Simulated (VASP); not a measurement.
# BaTiO3 (R3m) in VASP: further runs

BaTiO3 is run at these levels: LDA; tasks: electric field gradients.

All numbers are computed with VASP 6.6.1; they aren't measurements. Logs are shortened: lines on timing, memory, paths and dates and some standing lists are left out, and cuts for length are marked.

### Step 1. The cell of the first run

It takes space group R3m (No. 160, trigonal). The conventional cell has a = 5.636 Å, b = 5.636 Å, c = 6.930 Å, α = 90.00°, β = 90.00°, γ = 120.00°. Ba (site symmetry 3m) has 12 O at 2.78 to 2.87 Å and 8 Ti at 3.37 to 3.56 Å within 3.7 Å. Ti (site symmetry 3m) has 6 O at 1.87 to 2.13 Å within 2.5 Å. Within 2.5 Å of O (site symmetry m) lie 2 Ti at 1.87 to 2.13 Å.

### Step 2. Electric field gradients, LDA (12.71 Å³/atom)

The input, INCAR:

```
SYSTEM = BaTiO3
  PREC = Accurate
  ENCUT = 520
  EDIFF = 1E-8
  ISMEAR = -1
  SIGMA = 0.05
  LREAL = .FALSE.
  LASPH = .TRUE.
  NELM = 80
  ALGO = Normal
  ISIF = 2
  LWAVE = .FALSE.
  LCHARG = .FALSE.
  LEFG = .TRUE.
  NBANDS = 28
```

The input, KPOINTS:

```
regular mesh
0
G
  9 9 9
  0 0 0
```

The input, POSCAR:

```
BaTiO3
1.0
    2.8182110027      1.6270948810      2.3099799394
   -2.8182110027      1.6270948810      2.3099799394
    0.0000000000     -3.2541897621      2.3099799394
Ba Ti O
1 1 3
Direct
    0.0000000000      0.0000000000      0.0000000000
    0.5140000000      0.5140000000      0.5140000000
    0.4916000000      0.4916000000      0.9815000000
    0.4916000000      0.9815000000      0.4916000000
    0.9815000000      0.4916000000      0.4916000000
```

Potentials or basis: VASP PAW LDA potentials, release 64 (Ba_sv, Ti_sv, O).

The run is started by

```bash
cat potpaw_LDA.64/Ba_sv/POTCAR potpaw_LDA.64/Ti_sv/POTCAR potpaw_LDA.64/O/POTCAR > POTCAR
mpirun -np 1 vasp_std > vasp.out
```

OUTCAR:

```text
SYSTEM = BaTiO3
   PREC = Accurate
   ENCUT = 520
   EDIFF = 1E-8
   ISMEAR = -1
   LREAL = .FALSE.
   LASPH = .TRUE.
   NELM = 80
   ISIF = 2

 ion  position               nearest neighbor table
   1  0.000  0.000  0.000-   3 2.78   4 2.78   5 2.78   5 2.82   4 2.82   4 2.82   5 2.82   3 2.82
                             3 2.82   3 2.87   4 2.87   5 2.87   2 3.37   2 3.42   2 3.42   2 3.42
   2  0.514  0.514  0.514-   4 1.87   5 1.87   3 1.87   4 2.13   5 2.13   3 2.13   1 3.37   1 3.42
                             1 3.42   1 3.42   1 3.49   1 3.49   1 3.49   1 3.56
   3  0.492  0.492  0.981-   2 1.87   2 2.13   1 2.78   1 2.82   1 2.82   1 2.87
   4  0.492  0.981  0.492-   2 1.87   2 2.13   1 2.78   1 2.82   1 2.82   1 2.87
   5  0.981  0.492  0.492-   2 1.87   2 2.13   1 2.78   1 2.82   1 2.82   1 2.87

  LATTYP: Found a trigonal (rhomboedric) cell.
 ALAT       =     3.9907090007
 COS(alpha) =     0.0025827226

  Lattice vectors:

 A1 = (   2.8182110027,   1.6270948810,   2.3099799394)
 A2 = (  -2.8182110027,   1.6270948810,   2.3099799394)
 A3 = (   0.0000000000,  -3.2541897621,   2.3099799394)

Analysis of symmetry for initial positions (statically):
=====================================================================
 Subroutine PRICEL returns:
 Original cell was already a primitive cell.

 Routine SETGRP: Setting up the symmetry group for a
 trigonal (rhombohedral) supercell.

 Subroutine GETGRP returns: Found  6 space group operations
 (whereof  6 operations were pure point group operations)
 out of a pool of 12 trial point group operations.

The static configuration has the point symmetry C_3v.

Analysis of symmetry for dynamics (positions and initial velocities):
=====================================================================
 Subroutine PRICEL returns:
 Original cell was already a primitive cell.

 Routine SETGRP: Setting up the symmetry group for a
 trigonal (rhombohedral) supercell.

 Subroutine GETGRP returns: Found  6 space group operations
 (whereof  6 operations were pure point group operations)
 out of a pool of 12 trial point group operations.

The dynamic configuration has the point symmetry C_3v.

 Subroutine INISYM returns: Found  6 space group operations
 (whereof  6 operations are pure point group operations),
 and found     1 'primitive' translations

----------------------------------------------------------------------------------------

                                     Primitive cell

  volume of cell :      63.5544

  direct lattice vectors                    reciprocal lattice vectors
     2.818211003  1.627094881  2.309979939     0.177417518  0.102432052  0.144301397
    -2.818211003  1.627094881  2.309979939    -0.177417518  0.102432052  0.144301397
     0.000000000 -3.254189762  2.309979939     0.000000000 -0.204864103  0.144301397

  length of vectors
     3.990709001  3.990709001  3.990709001     0.250583707  0.250583707  0.250583707

  position of ions in fractional coordinates (direct lattice)
     0.000000000  0.000000000  0.000000000
     0.514000000  0.514000000  0.514000000
     0.491600000  0.491600000  0.981500000
     0.491600000  0.981500000  0.491600000
     0.981500000  0.491600000  0.491600000

  ion indices of the primitive-cell ions
   primitive index   ion index
                 1           1
                 2           2
                 3           3
                 4           4
                 5           5

----------------------------------------------------------------------------------------

 KPOINTS: regular mesh

Automatic generation of k-mesh.
 Grid dimensions read from file:
 generate k-points for:    9    9    9

 Generating k-lattice:

  Cartesian coordinates                     Fractional coordinates (reciprocal lattice)
     0.019713058  0.011381339  0.016033489     0.111111111  0.000000000  0.000000000
    -0.019713058  0.011381339  0.016033489     0.000000000  0.111111111  0.000000000
     0.000000000 -0.022762678  0.016033489     0.000000000  0.000000000  0.111111111

  Length of vectors
     0.027842634  0.027842634  0.027842634

  Shift w.r.t. Gamma in fractional coordinates (k-lattice)
     0.000000000  0.000000000  0.000000000

 Subroutine IBZKPT returns following result:
 ===========================================

 Found     85 irreducible k-points:

 Following reciprocal coordinates:
            Coordinates               Weight
  0.000000  0.000000  0.000000      1.000000
  0.111111 -0.000000  0.000000      6.000000
  0.222222  0.000000  0.000000      6.000000
  0.333333 -0.000000 -0.000000      6.000000
  0.444444  0.000000  0.000000      6.000000
  0.111111  0.111111  0.000000      6.000000
[... 16 lines left out ...]
 -0.333333  0.333333  0.000000      6.000000
  0.444444  0.444444  0.000000      6.000000
 [... further k-points ...]
   k-points           NKPTS =     85   k-points in BZ     NKDIM =     85   number of bands    NBANDS=     28
   number of dos      NEDOS =    301   number of ions     NIONS =      5
   total plane-waves  NPLWV =  27000
   dimension x,y,z NGX =    30 NGY =   30 NGZ =   30
   dimension x,y,z NGXF=    60 NGYF=   60 NGZF=   60
   ions per type =               1   1   3
   NGX,Y,Z   is equivalent  to a cutoff of  12.50, 12.50, 12.50 a.u.
   NGXF,Y,Z  is equivalent  to a cutoff of  24.99, 24.99, 24.99 a.u.
 SYSTEM =  BaTiO3
   PREC   = accura    normal or accurate (medium, high low for compatibility)
   ISTART =      0    job   : 0-new  1-cont  2-samecut
   ICHARG =      2    charge: 1-file 2-atom 10-const
   ISPIN  =      1    spin polarized calculation?
   LNONCOLLINEAR =      F non collinear calculations
   LSORBIT =      F    spin-orbit coupling
   LASPH  =      T    aspherical Exc in radial PAW
   ENCUT  =  520.0 eV  38.22 Ry    6.18 a.u.   7.42  7.42  7.42*2*pi/ulx,y,z
   NELM   =     80;   NELMIN=  2; NELMDL= -5     # of ELM steps
   EDIFF  = 0.1E-07   stopping-criterion for ELM
   LREAL  =      F    real-space projection
   EDIFFG = 0.1E-06   stopping-criterion for IOM
   NSW    =      0    number of steps for IOM
   IBRION =     -1    ionic relax: 0-MD 1-quasi-New 2-CG
   NFREE  =      0    steps in history (QN), initial steepest desc. (CG)
   ISIF   =      2    stress and relaxation
   ISYM   =      2    0-nonsym 1-usesym 2-fastsym
   POTIM  = 0.5000    time-step for ionic-motion
   TEBEG  =    0.0;   TEEND  =   0.0 temperature during run
   PSTRESS=    0.0 pullay stress
   NELECT =      40.0000    total number of electrons
   NUPDOWN=      -1.0000    fix difference up-down
   EMIN   =  10.00;   EMAX   =-10.00  energy-range for DOS
   EFERMI =   0.00;   METHOD = LEGACY
   ISMEAR =    -1;   SIGMA  =   0.05  broadening in eV -4-tet -1-fermi 0-gaus
   EFERMI_NEDOS =   21; number of points for ismear=-14 and -15
   IALGO  =     38    algorithm
   IMIX   =      4    mixing-type and parameters
     AMIX     =   0.40;   BMIX     =  1.00
     AMIX_MAG =   1.60;   BMIX_MAG =  1.00
  volume/ion in A,a.u.               =      12.71        85.78
  Fermi-wavevector in a.u.,A,eV,Ry     =   1.402963  2.651216 26.780417  1.968305
  Thomas-Fermi vector in A             =   2.525672
   LORBIT       =      0    0 simple, 1 ext, 2 COOP (PROOUT), +10 PAW based schemes
   GGA     = CA    functional components
   LHFCALC =     F    Hartree Fock is set to
   AEXX    =    0.0000 exact exchange contribution
   IVDW    =     0    specifies the selected vdW correction
   LEPSILON=     F    determine dielectric tensor
   LRPA    =     F    only Hartree local field effects (RPA)
 non-spin polarized calculation
  energy-cutoff  :      520.00
  volume of cell :       63.55
 maximum number of plane-waves:      1743
 NGX is ok and might be reduce to    30
   NGX = 15   NGY = 15   NGZ = 15

 number of electron      40.0000002 magnetization

 Free energy of the ion-electron system (eV)
  ---------------------------------------------------
  ext. energy  EPLUGINS =         0.00000000
  ---------------------------------------------------
  free energy    TOTEN  =       -44.15091534 eV

  energy without entropy =      -44.15091533  energy(sigma->0) =      -44.15091533

 E-fermi :   4.6577     XC(G=0): -11.7675

 val. band max:        3.5018916034   @ k =   0.4444   0.4444   0.4444
 cond. band min:       5.8278070002   @ k =   0.0000   0.0000   0.0000
 fundamental gap:      2.3259153968
 Fermi energy:         4.6577211422

 k-point     1 :       0.0000    0.0000    0.0000
  band No.  band energies     occupation
      1     -51.9791      2.00000
      2     -28.6461      2.00000
      3     -28.6461      2.00000
      4     -28.6372      2.00000
      5     -21.0908      2.00000
      6     -12.9997      2.00000
[... 20 lines left out ...]
     27       8.4583      0.00000
     28      10.8312      0.00000

 k-point     2 :       0.1111   -0.0000    0.0000
  band No.  band energies     occupation
      1     -51.9790      2.00000
      2     -28.6515      2.00000
      3     -28.6458      2.00000
      4     -28.6384      2.00000
      5     -21.0761      2.00000
      6     -13.0086      2.00000
[... 20 lines left out ...]
     27       8.7098      0.00000
     28      11.1324      0.00000

 k-point     3 :       0.2222    0.0000    0.0000
  band No.  band energies     occupation
      1     -51.9786      2.00000
      2     -28.6679      2.00000
      3     -28.6451      2.00000
      4     -28.6385      2.00000
      5     -21.0383      2.00000
      6     -13.0681      2.00000
[... 616 lines left out ...]
      3     -28.6807      2.00000
      4     -28.6391      2.00000
      5     -20.9246      2.00000
      6     -12.8927      2.00000
[... 20 lines left out ...]
     27      11.9712      0.00000
     28      12.2427      0.00000

 k-point    24 :       0.4444    0.4444    0.0000
  band No.  band energies     occupation
      1     -51.9769      2.00000
      2     -28.6983      2.00000
      3     -28.6926      2.00000
      4     -28.6382      2.00000
      5     -20.8855      2.00000
      6     -12.6881      2.00000
[... 20 lines left out ...]
     27      11.6762      0.00000
     28      13.3668      0.00000

 [... further k-points ...]

------------------------ aborting loop because EDIFF is reached ----------------------------------------

  FORCE on cell =-STRESS in cart. coord.  units (eV):
  Direction    XX          YY          ZZ          XY          YZ          ZX
  --------------------------------------------------------------------------------------
  -------------------------------------------------------------------------------------
  Total       -0.8069729     -0.8069729     -0.9460553      0.0000000      0.0000000      0.0000000
  in kB      -20.3434064    -20.3434064    -23.8496098      0.0000000      0.0000000      0.0000000
  external PRESSURE =     -21.5121409 kB  Pullay stress =       0.0000000 kB

 VOLUME and BASIS-vectors are now :
 -----------------------------------------------------------------------------
  energy-cutoff  :      520.00
  volume of cell :       63.55
      direct lattice vectors                 reciprocal lattice vectors
     2.818211003  1.627094881  2.309979939     0.177417518  0.102432052  0.144301397
    -2.818211003  1.627094881  2.309979939    -0.177417518  0.102432052  0.144301397
     0.000000000 -3.254189762  2.309979939     0.000000000 -0.204864103  0.144301397

 POSITION                                       TOTAL-FORCE (eV/Angst)
 -----------------------------------------------------------------------------------
      0.00000      0.00000      0.00000         0.000000     -0.000000      0.097133
      0.00000     -0.00000      3.56199         0.000000      0.000000     -0.130047
      0.00000     -1.59423      4.53842         0.000000     -0.169309      0.010972
     -1.38064      0.79711      4.53842        -0.146626      0.084654      0.010972
      1.38064      0.79711      4.53842         0.146626      0.084654      0.010972
 -----------------------------------------------------------------------------------
    total drift:                               -0.000000      0.000002     -0.001379

  FREE ENERGIE OF THE ION-ELECTRON SYSTEM (eV)
  ---------------------------------------------------
  free  energy   TOTEN  =       -44.1509153350 eV

  energy  without entropy=      -44.1509153350  energy(sigma->0) =      -44.15091533

 Electric field gradients (V/A^2)
---------------------------------------------------------------------
 ion       V_xx      V_yy      V_zz      V_xy      V_xz      V_yz
---------------------------------------------------------------------
   1      -1.731    -1.731     3.462     0.000    -0.000     0.000
   2      -5.607    -5.607    11.214    -0.000    -0.000     0.000
   3      -8.593     6.620     1.972    -0.000     0.000   -11.935
   4       2.817    -4.789     1.972    -6.587   -10.336     5.968
   5       2.817    -4.789     1.972     6.587    10.336     5.968
---------------------------------------------------------------------

 Electric field gradients after diagonalization (V/A^2)
 (convention: |V_zz| > |V_xx| > |V_yy|)
----------------------------------------------------------------------
 ion       V_xx      V_yy      V_zz     asymmetry (V_yy - V_xx)/ V_zz
----------------------------------------------------------------------
   1      -1.731    -1.731     3.462       0.000
   2      -5.607    -5.607    11.214       0.000
   3      -8.593    -7.863    16.456       0.044
   4      -8.593    -7.863    16.456       0.044
   5      -8.593    -7.863    16.456       0.044
----------------------------------------------------------------------

           NMR quadrupolar parameters

 Cq : quadrupolar parameter    Cq=e*Q*V_zz/h
 eta: asymmetry parameters     (V_yy - V_xx)/ V_zz
 Q  : nuclear electric quadrupole moment in mb (millibarn)
----------------------------------------------------------------------
 ion       Cq(MHz)       eta       Q (mb)
----------------------------------------------------------------------
   1       0.008       0.000       1.000
   2       0.027       0.000       1.000
   3       0.040       0.044       1.000
   4       0.040       0.044       1.000
   5       0.040       0.044       1.000
----------------------------------------------------------------------
```

Run time: 3.6 min. Hardware: 1 thread of Intel Xeon 8259CL, shared host; peak memory 0.26 GiB.

What came out:

```
Free energy                             : -44.1509 eV
Pressure                                : -2.2 GPa
Largest force                           : 0.170 eV/Å
Band gap on the k mesh                  : 2.33 eV (least direct gap 2.66 eV)
Largest electric field gradient by atom : Ba +3.5; Ti +11.2; O +16.5 V/Å²
```

Forces in eV/Å, atoms in the order of the input:
```
Ba   0.000  0.000  0.097
Ti   0.000  0.000 -0.130
O    0.000 -0.169  0.011
O   -0.147  0.085  0.011
O    0.147  0.085  0.011
```

Stress tensor (GPa, compression positive):
```
-2.03  0.00  0.00
 0.00 -2.03  0.00
 0.00  0.00 -2.38
```

Levels at points of the mesh, in eV from the valence-band top:
```tsv
k point	band 16	band 17	band 18	band 19	band 20	band 21	band 22	band 23	band 24	band 25
(0.00, 0.00, 0.00)	-1.30	-1.07	-0.48	-0.34	-0.34	2.33	2.33	2.46	4.59	4.59
```

Electric field gradients, principal values (V/Å²):
| atom | least | middle | greatest (by size) |
| --- | --- | --- | --- |
| 1 Ba | -1.731 | -1.731 | 3.462 |
| 2 Ti | -5.607 | -5.607 | 11.214 |
| 3 O | -7.863 | -8.593 | 16.456 |
| 4 O | -7.863 | -8.593 | 16.456 |
| 5 O | -7.863 | -8.593 | 16.456 |

Caveat: without QUAD_EFG the Cq values of the log hold for a quadrupole moment of 1 mb, not for the nuclei; spin-orbit coupling is left out, which moves the levels of the heavy elements; an odd mesh through Γ misses points on the zone boundary, where band edges can lie.

(Part 1 of 2 ends here.)
